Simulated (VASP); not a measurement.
# Ta16O in VASP: a series of runs, part 2 of 2

VASP 6.6.1. Earlier steps stand in the parts before.

### Step 3. Single point, PBE

File INCAR:

```
SYSTEM = Ta16O
PREC = Accurate ; ENCUT = 520
EDIFF = 1E-6 ; ISMEAR = 0
SIGMA = 0.1 ; LREAL = Auto
LASPH = .True. ; NELM = 100
ALGO = Normal ; ISIF = 2
LWAVE = .False. ; LCHARG = .True.
LDIPOL = .True. ; IDIPOL = 3
DIPOL = 0.5 0.5 0.329 ; GGA = PE
LELF = .True. ; LVHAR = .True.
LVACPOTAV = .True. ; NBANDS = 105
```

File KPOINTS:

```
regular mesh
0
Gamma
  4 4 1
  0 0 0
```

File POSCAR:

```
Ta16O
1.0
    6.6379342675      0.0000000000      0.0000000000
    0.0000000000      6.6379342675      0.0000000000
    0.0000000000      0.0000000000     20.2996557315
Ta O
16 1
Direct
    0.2500000000      0.2500000000      0.1970476767
    0.2500000000      0.7500000000      0.1970476767
    0.7500000000      0.2500000000      0.1970476767
    0.7500000000      0.7500000000      0.1970476767
    0.0000000000      0.0000000000      0.2787970221
    0.0000000000      0.5000000000      0.2787970221
    0.5000000000      0.0000000000      0.2787970221
    0.5000000000      0.5000000000      0.2787970221
    0.2500000000      0.2500000000      0.3599139031
    0.2500000000      0.7500000000      0.3599139031
    0.7500000000      0.2500000000      0.3599139031
    0.7500000000      0.7500000000      0.3599139031
    0.0000000000      0.0000000000      0.4334879294
    0.0000000000      0.5000000000      0.4334879294
    0.5000000000      0.0000000000      0.4334879294
    0.5000000000      0.5000000000      0.4334879294
    0.0625000000      0.0625000000      0.5168139117
```

Potentials or basis: VASP PAW PBE potentials, release 64 (Ta_pv, O).

Command:

```
$ cat potpaw_PBE.64/Ta_pv/POTCAR potpaw_PBE.64/O/POTCAR > POTCAR
$ mpirun -np 1 vasp_std > vasp.out
```

OUTCAR:

```text
SYSTEM = Ta16O
   PREC = Accurate
   ENCUT = 520
   EDIFF = 1E-6
   ISMEAR = 0
   LREAL = Auto
   LASPH = .True.
   NELM = 100
   ISIF = 2
   GGA = PE

 ion  position               nearest neighbor table
   1  0.250  0.250  0.197-   5 2.87   6 2.87   7 2.87   8 2.87   9 3.31   3 3.32   2 3.32   2 3.32
                             3 3.32
   2  0.250  0.750  0.197-   5 2.87   6 2.87   7 2.87   8 2.87  10 3.31   4 3.32   1 3.32   1 3.32
                             4 3.32
   3  0.750  0.250  0.197-   5 2.87   6 2.87   7 2.87   8 2.87  11 3.31   4 3.32   1 3.32   4 3.32
                             1 3.32
   4  0.750  0.750  0.197-   5 2.87   6 2.87   7 2.87   8 2.87  12 3.31   3 3.32   2 3.32   3 3.32
                             2 3.32
[... 985 lines left out ...]
  external PRESSURE =     -19.9656419 kB  Pullay stress =       0.0000000 kB

 VOLUME and BASIS-vectors are now :
 -----------------------------------------------------------------------------
  energy-cutoff  :      520.00
  volume of cell :      894.45
      direct lattice vectors                 reciprocal lattice vectors
     6.637934268  0.000000000  0.000000000     0.150649277  0.000000000  0.000000000
     0.000000000  6.637934268  0.000000000     0.000000000  0.150649277  0.000000000
     0.000000000  0.000000000 20.299655731     0.000000000  0.000000000  0.049261919

 POSITION                                       TOTAL-FORCE (eV/Angst)
 -----------------------------------------------------------------------------------
      1.65948      1.65948      4.00000        -0.032981     -0.032981      0.836294
      1.65948      4.97845      4.00000         0.012354      0.031038      0.790163
      4.97845      1.65948      4.00000         0.031038      0.012354      0.790163
      4.97845      4.97845      4.00000         0.017944      0.017944      0.781182
      0.00000      0.00000      5.65948         0.022935      0.022935     -1.453813
      0.00000      3.31897      5.65948         0.021344     -0.045270     -0.770169
[... 9 lines left out ...]
      3.31897      3.31897      8.79966        -0.029571     -0.029571     -0.443234
      0.41487      0.41487     10.49114         0.056748      0.056748      0.306999
 -----------------------------------------------------------------------------------
    total drift:                               -0.000692     -0.000692      0.004212

  FREE ENERGIE OF THE ION-ELECTRON SYSTEM (eV)
  ---------------------------------------------------
  free  energy   TOTEN  =      -182.1716223914 eV

  energy  without entropy=     -182.1097756098  energy(sigma->0) =     -182.14069900

 vacuum level on the upper side and lower side of the slab         3.851         3.266
```

OSZICAR:

```text
N       E                     dE             d eps       ncg     rms          rms(c)
DAV:   1     0.159465476880E+04    0.15947E+04   -0.10005E+05  1902   0.150E+03
DAV:   2    -0.974417101049E+02   -0.16921E+04   -0.16631E+04  1703   0.392E+02
DAV:   3    -0.200427491773E+03   -0.10299E+03   -0.10045E+03  1914   0.776E+01
[... 25 lines left out ...]
DAV:  29    -0.182171600761E+03   -0.24255E-04   -0.93021E-07  1028   0.257E-03    0.115E-03
DAV:  30    -0.182171614876E+03   -0.14115E-04   -0.89896E-07  1044   0.221E-03    0.735E-04
DAV:  31    -0.182171619355E+03   -0.44790E-05   -0.23149E-07   940   0.130E-03    0.494E-04
DAV:  32    -0.182171621689E+03   -0.23340E-05   -0.17802E-07   932   0.983E-04    0.274E-04
DAV:  33    -0.182171622391E+03   -0.70232E-06   -0.87446E-08   924   0.651E-04
   1 F= -.18217162E+03 E0= -.18214070E+03  d E =-.618468E-01
```

It took 18 min on 1 thread of Intel Xeon 6975P-C (Granite Rapids), shared host; peak memory 1 GiB.

What came out:

```
Free energy            : -182.1716 eV
Largest force          : 2.486 eV/Å
Band gap on the k mesh : zero (bands 91 and 92 overlap by 0.74 eV)
```

Forces in eV/Å, atoms in the order of the input:
```
Ta  -0.033 -0.033  0.836
Ta   0.012  0.031  0.790
Ta   0.031  0.012  0.790
Ta   0.018  0.018  0.781
Ta   0.023  0.023 -1.454
Ta   0.021 -0.045 -0.770
Ta  -0.045  0.021 -0.770
Ta   0.028  0.028 -0.689
Ta   0.405  0.405 -0.744
Ta   0.425 -0.428 -0.465
Ta  -0.428  0.425 -0.465
Ta  -0.528 -0.528 -0.310
Ta   0.046  0.046  2.485
Ta   0.097 -0.100  0.060
Ta  -0.100  0.097  0.060
Ta  -0.030 -0.030 -0.443
O    0.057  0.057  0.307
```

Levels at points of the mesh, in eV from the Fermi level:
```tsv
k point	band 89	band 90	band 91	band 92	band 93	band 94
(0.00, 0.00, 0.00)	0.14	0.15	0.16	0.18	0.32	0.37
(0.50, 0.00, 0.00)	-0.34	-0.31	-0.22	-0.10	0.25	0.28
(0.50, 0.50, 0.00)	-0.80	-0.76	-0.70	-0.58	-0.11	-0.09
```

Caveat: spin-orbit coupling is left out, which moves the levels of the heavy elements.

### Step 4. Single point, PBE

File INCAR:

```
PREC = Accurate ; ENCUT = 520
EDIFF = 1E-6 ; ISMEAR = 0
SIGMA = 0.1 ; LREAL = Auto
LASPH = True ; NELM = 80
ALGO = Normal ; ISIF = 2
LWAVE = False ; LCHARG = False
LDIPOL = True ; IDIPOL = 3
DIPOL = 0.5 0.5 0.326 ; GGA = PE
NBANDS = 105
```

File KPOINTS:

```
Automatic mesh
0
Gamma
  4 4 1
```

POSCAR, as its differences from that of step 3:

```diff
@@ -24,2 +24,2 @@
     0.5000000000      0.5000000000      0.4334879294
-    0.0625000000      0.0625000000      0.5168139117
+    0.1875000000      0.1875000000      0.4718222936
```

Command:

```
$ cat potpaw_PBE.64/Ta_pv/POTCAR potpaw_PBE.64/O/POTCAR > POTCAR
$ mpirun -np 1 vasp_std > vasp.out
```

Wall time 52 min (1 thread of Intel Xeon 8259CL, shared host); peak memory 1 GiB.

It converged, with:

| Quantity | Value |
| --- | --- |
| Free energy | -183.1012 eV |
| Largest force | 1.392 eV/Å |
| Band gap on the k mesh | zero (bands 91 and 92 overlap by 0.35 eV) |

Forces in eV/Å, atoms in the order of the input:
```
Ta  -0.019 -0.019  1.005
Ta   0.007  0.020  0.844
Ta   0.020  0.007  0.844
Ta   0.086  0.086  0.875
Ta   0.057  0.057 -1.026
Ta   0.059  0.004 -0.828
Ta   0.004  0.059 -0.828
Ta  -0.003 -0.003 -0.907
Ta   0.108  0.108 -0.987
Ta   0.001 -0.252 -0.045
Ta  -0.252  0.001 -0.045
Ta  -0.344 -0.344 -0.003
Ta  -0.710 -0.710  0.600
Ta   0.088 -0.338  0.379
Ta  -0.338  0.088  0.379
Ta   0.254  0.254 -0.326
O    0.983  0.983  0.071
```

Levels at points of the mesh, in eV from the Fermi level:
| k point | band 88 | band 89 | band 90 | band 91 | band 92 | band 93 |
| --- | --- | --- | --- | --- | --- | --- |
| (0.00, 0.00, 0.00) | -0.11 | -0.06 | 0.04 | 0.14 | 0.16 | 0.27 |
| (0.50, 0.00, 0.00) | -0.62 | -0.46 | -0.38 | -0.26 | 0.10 | 0.16 |
| (0.50, 0.50, 0.00) | -1.02 | -0.88 | -0.87 | -0.77 | -0.21 | -0.17 |

Caveat: spin-orbit coupling is left out, which moves the levels of the heavy elements.

### Step 5. The runs side by side

| cell | gap on the mesh (eV) | largest force (eV/Å) |
| --- | --- | --- |
| as given, atomic positions A | none | 1.81 |
| as given, atomic positions B | none | 2.49 |
| as given, atomic positions C | none | 1.39 |

Alike in all rows: task single point; level PBE; potentials or basis VASP PAW PBE potentials, release 64 (Ta_pv, O); no spin polarisation; k mesh 4 × 4 × 1; cutoff (eV) 520; smearing gaussian 0.1 eV.

Caveats: spin-orbit coupling is left out, which moves the levels of the heavy elements.

Total energies depend on the potentials used, so only differences within one code and one set of settings carry meaning.
